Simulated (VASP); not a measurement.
Input of a VASP 6.6.1 run:

File INCAR:

```
SYSTEM = InSe2
  PREC = Accurate
  ENCUT = 500
  EDIFF = 1E-6
  ISMEAR = 0
  SIGMA = 0.15
  LREAL = .FALSE.
  LASPH = .TRUE.
  NELM = 120
  ALGO = Normal
  ISIF = 2
  LWAVE = .FALSE.
  LCHARG = .FALSE.
  GGA = PE
  NBANDS = 34
  GGA_COMPAT = .FALSE.
```

File KPOINTS:

```
Automatic mesh
0
G
  12 12 6
  0 0 0
```

File POSCAR:

```
InSe2
1.0
    3.5809042983      0.0000000000      0.0000000000
    0.0000000000      3.5809042983      0.0000000000
    0.0000000000      0.0000000000      9.9993171627
In Se
2 4
Direct
    0.0000000000      0.5000000000      0.7035891433
    0.5000000000      0.0000000000      0.2964108567
    0.0000000000      0.5000000000      0.3657763741
    0.5000000000      0.0000000000      0.6342236259
    0.0000000000      0.0000000000      0.0000000000
    0.5000000000      0.5000000000      0.0000000000
```

Potentials or basis: VASP PAW PBE potentials, release 64 (In_d, Se).

The run is started by

```sh
$ cat potpaw_PBE.64/In_d/POTCAR potpaw_PBE.64/Se/POTCAR > POTCAR
$ mpirun -np 1 vasp_std > vasp.out
```

(1) Predict the pressure.

(2) Estimate the largest force.

(3) Predict the band gap on the k mesh.

## Answers

(1) 17.0 GPa.

(2) 0.984 eV/Å.

(3) zero (bands 25 and 26 overlap by 2.92 eV).

Caveat: the stress differs along the axes, from 2 to 25 GPa; spin-orbit coupling is left out, which moves the levels of the heavy elements.
